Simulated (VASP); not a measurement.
Wanted: the native input for a VASP 6.6.1 run.

* Task: single point
* Functional: PBE
* Potentials or basis: VASP PAW PBE potentials, release 64 (C, Si, N)
* Cutoff: 520 eV
* k mesh: 6 × 6 × 8
* Occupations: fermi-dirac, width 0.02 eV
* Spin: no spin polarisation
* Dipole correction: no
* Further INCAR settings: ALGO = Normal; EDIFF = 1e-06; NBANDS = 45

The structure of Si3C3N8 lies in POSCAR:

```
Si3C3N8
1.0
    7.0836271712     -0.0000000028      0.0000000000
   -3.5418135832      6.1346010826      0.0000000000
    0.0000000000      0.0000000000      2.6827292158
C Si N
3 3 8
Direct
    0.2378414777      0.8116091473      0.5000000000
    0.1883908527      0.4262323304      0.5000000000
    0.5737676696      0.7621585223      0.5000000000
    0.3902222644      0.2261128152      0.0000000000
    0.8358905508      0.6097777356      0.0000000000
    0.7738871848      0.1641094492      0.0000000000
    0.3333333333      0.6666666667      0.5000000000
    0.6666666667      0.3333333333      0.0000000000
    1.0040693039      0.7011325308      0.5000000000
    0.3125378889      0.9487225971      0.0000000000
    0.6361847082      0.6874621111      0.0000000000
    0.2988674692      0.3029367730      0.5000000000
    0.0512774029      0.3638152918      0.0000000000
    0.6970632270     -0.0040693039      0.5000000000
```

These files were run (other wordings do the same):

INCAR

```
SYSTEM = Si3C3N8
PREC = Accurate
ENCUT = 520
EDIFF = 1E-6
ISMEAR = -1
SIGMA = 0.02
LREAL = .FALSE.
LASPH = .TRUE.
NELM = 60
ALGO = Normal
ISIF = 2
LWAVE = .FALSE.
LCHARG = .FALSE.
GGA = PE
NBANDS = 45
```

KPOINTS

```
Automatic mesh
0
G
  6 6 8
  0 0 0
```

Potentials or basis: VASP PAW PBE potentials, release 64 (C, Si, N).

The run is started by

```console
$ cat potpaw_PBE.64/C/POTCAR potpaw_PBE.64/Si/POTCAR potpaw_PBE.64/N/POTCAR > POTCAR
$ mpirun -np 1 vasp_std > vasp.out
```

Results of the run:

| Item | Value |
| --- | --- |
| Pressure | -0.1 GPa |
| Largest force | 0.060 eV/Å |
| Band gap on the k mesh | 2.21 eV (least direct gap 2.39 eV) |

Run time: 3.9 min on 1 thread of Intel(R) Xeon(R) Platinum 8124M CPU @ 3.00GHz (Skylake/Cascade Lake), on a shared host, peak memory 0.32 GiB.
